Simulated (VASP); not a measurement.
Write the native input for VASP 6.6.1 that does the following.

```yaml
Task: single point
Functional: PBEsol
Potentials_or_basis: VASP PAW PBE potentials, release 64 (Al, Cu)
Cutoff: 520 eV
k_mesh: 16 × 16 × 16
Occupations: gaussian, width 0.15 eV
Spin: no spin polarisation
Dipole_correction: no
Further_INCAR_settings: ALGO = Fast; EDIFF = 1e-06; NBANDS = 14
```

The structure of AlCu lies in POSCAR:

```
AlCu
1.0
    2.9975090000      0.0000000000      0.0000000000
    0.0000000000      2.9975090000      0.0000000000
    0.0000000000      0.0000000000      2.9975090000
Al Cu
1 1
Direct
    0.0000000000      0.0000000000      0.0000000000
    0.5000000000      0.5000000000      0.5208506463
```

This cell differs from its parent crystal: all Cu atoms moved +0.062 Å, as atom 2 along Cartesian [0 0 1].

These files were run (other wordings do the same):

INCAR

```
PREC = Accurate
ENCUT = 520
EDIFF = 1E-6
ISMEAR = 0
SIGMA = 0.15
LREAL = False
LASPH = True
NELM = 100
ALGO = Fast
ISIF = 2
LWAVE = False
LCHARG = True
GGA = PS
LELF = True
LVHAR = True
NBANDS = 14
```

KPOINTS

```
Automatic mesh
0
Gamma
  16 16 16
```

Potentials or basis: VASP PAW PBE potentials, release 64 (Al, Cu).

Command:

```sh
$ cat potpaw_PBE.64/Al/POTCAR potpaw_PBE.64/Cu/POTCAR > POTCAR
$ mpirun -np 1 vasp_std > vasp.out
```

It gave:

| Property | Result |
| --- | --- |
| Pressure | -4.7 GPa |
| Largest force | 0.232 eV/Å |
| Band gap on the k mesh | zero (band 7 reaches 12.79 eV, above the bottom of band 8 at 8.11 eV) |

Caveat: the cell differs from its parent crystal (all Cu atoms moved +0.062 Å, as atom 2 along Cartesian [0 0 1]); the PAW data sets were made with another functional, which shifts forces and pressure a little.

Wall time 76 s on 1 thread of Intel(R) Xeon(R) Platinum 8488C (Sapphire Rapids) (shared host), peak memory 0.26 GiB.
